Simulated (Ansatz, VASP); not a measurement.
Two plane-wave programs on Ir3C

```
Ir C
1.0
     2.69465    0.00000    0.00000
    -1.34733    2.33364    0.00000
     0.00000    0.00000   21.27695
Ir C
3 1
Direct
  0.66667 0.33333 0.18800
  0.33333 0.66667 0.28850
  0.00000 0.00000 0.38901
  0.66667 0.33333 0.43930
```

Alike in both runs: task single point; functional LDA; k mesh 12 × 12 × 1; occupations gaussian, width 0.1 eV; collinear spin.

```csv
,VASP,Ansatz
version,VASP 6.6.1,Ansatz 0.2.0
potentials or method,"VASP PAW LDA potentials, release 64 (Ir, C), cutoff 520 eV","scalar-relativistic, plane waves, PAW"
valence electrons in the cell,31,55
```

Ansatz gave:

* gap on the k mesh at the Fermi level (eV): none
* rms of the force components (eV/Å): 1.025
* net moment per atom (μB): 0.00

**Question.** What did VASP give for the same quantities?

**Answer.** gap on the k mesh at the Fermi level (eV): none; rms of the force components (eV/Å): 1.095; net moment per atom (μB): 0.00.

Ansatz warns that its potentials were made for another functional, while VASP's fit it. LDA's correlation is that of Perdew and Zunger in VASP and of Perdew and Wang (1992) in Ansatz. Atom by atom the forces differ by 0.177 eV/Å (rms over components). A gap of «none» marks a metal or a gap that the smearing closes. VASP's potentials hold 31 valence electrons a cell and Ansatz's 55, so a difference there can come from the potentials and not from the codes. Ansatz's warnings: seeded moment not kept.

Neither program's run includes spin-orbit coupling.
